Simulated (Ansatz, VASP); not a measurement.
**One calculation of Bi3F, two programs**

```
Bi F
1.0
     3.75872    0.00000    0.00000
     0.00000    3.75872    0.00000
     0.00000    0.00000    7.29595
Bi F
3 1
Direct
  0.50000 0.50000 0.21723
  0.50000 0.50000 0.78277
  0.00000 0.00000 0.50000
  0.00000 0.00000 0.00000
```

Alike in both runs: task single point; functional PBE; k mesh 14 × 14 × 6; occupations gaussian, width 0.1 eV; no spin polarisation.

```csv
,VASP,Ansatz
version,VASP 6.6.1,Ansatz 0.2.0
potentials or method,"VASP PAW PBE potentials, release 64 (Bi_d, F), cutoff 520 eV","scalar-relativistic, plane waves, PAW"
valence electrons in the cell,52,52
```

|  | VASP | Ansatz | Ansatz less VASP |
| --- | --- | --- | --- |
| gap on the k mesh at the Fermi level (eV) | none | none | - |
| pressure (GPa) | -0.1 | 0.0 | +0.12 |

A gap of «none» marks a metal or a gap that the smearing closes.

Spin-orbit coupling is off throughout.
